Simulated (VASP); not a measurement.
Here is a VASP 6.6.1 calculation.

File INCAR:

```
ALGO = Normal
EDIFF = 1E-7
EDIFFG = -0.002
ENCUT = 600
GGA = PS
IBRION = 2
ISIF = 3
ISMEAR = 0
LASPH = T
LCHARG = F
LREAL = F
LWAVE = F
NELM = 80
NSW = 100
PREC = Accurate
PSTRESS = -20.0
SIGMA = 0.01
```

File KPOINTS:

```
k-points
0
Gamma
  8 8 8
```

The input POSCAR:

```
AgCl
1.0
    2.7237514517      2.7237514517      0.0000000000
   -2.7237514517      2.7237514517      0.0000000000
    0.0000000000      2.7237514517      2.7237514517
Ag Cl
1 1
Direct
    0.0000000000      0.0000000000      0.0000000000
    0.5000000000      0.5000000000      0.0000000000
```

Potentials or basis: VASP PAW PBE potentials, release 64 (Ag, Cl).

The run is started by

```console
$ cat potpaw_PBE.64/Ag/POTCAR potpaw_PBE.64/Cl/POTCAR > POTCAR
$ mpirun -np 1 vasp_std > vasp.out
```

(1) What does it give for the relaxed cell?

(2) What does it give for the relaxed volume?

(3) Estimate the space group after relaxing (to 0.1 Å).

(4) What does it give for the band gap on the k mesh?

## Answers

(1) a = 3.900 Å, b = 3.900 Å, c = 3.900 Å, α = 60.00°, β = 60.00°, γ = 90.00°.

(2) 20.98 Å³/atom.

(3) Fm-3m (No. 225).

(4) 0.73 eV (least direct gap 3.09 eV).

Caveat: the cell is relaxed towards a set pressure, so the run minimises the enthalpy, not the energy; semilocal functionals underestimate gaps, and a narrow one can read as zero; the PAW data sets were made with another functional, which shifts forces and pressure a little.
